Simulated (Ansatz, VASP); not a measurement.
SiO2 in VASP and in Ansatz

```
CELL_PARAMETERS angstrom
4.23588 0.00000 0.00000
0.00000 4.03806 0.00000
0.00000 0.00000 2.68977
ATOMIC_POSITIONS crystal
Si 0.50000 0.50000 0.50000
Si 0.00000 0.00000 0.00000
O 0.69301 0.69301 0.00000
O 0.19301 0.80699 0.50000
O 0.30699 0.30699 0.00000
O 0.80699 0.19301 0.50000
```

Change from the starting cell: mode 4 frozen in at +0.000 Å, normal strain along y -0.0467.

Alike in both runs: task single point; functional PBE; k mesh 6 × 6 × 8; occupations gaussian, width 0.05 eV; no spin polarisation.

|  | VASP | Ansatz |
| --- | --- | --- |
| version | VASP 6.6.1 | Ansatz 0.2.0 |
| potentials or method | VASP PAW PBE potentials, release 64 (Si, O), cutoff 520 eV | scalar-relativistic, plane waves, PAW |
| valence electrons in the cell | 32 | 32 |

```csv
,VASP,Ansatz,Ansatz less VASP
gap on the k mesh at the Fermi level (eV),5.75,5.76,+0.017
least direct gap on the mesh (eV),5.75,5.76,+0.017
pressure (GPa),15.0,14.7,-0.29
"traceless stress, the component that is largest in VASP (GPa)",10.23,10.48,+0.246
rms of the force components (eV/Å),0.229,0.222,-0.0071
```

Atom by atom the forces differ by 0.008 eV/Å (rms over components). The functional is the same, so the differences come from potentials, cutoffs and numerics.
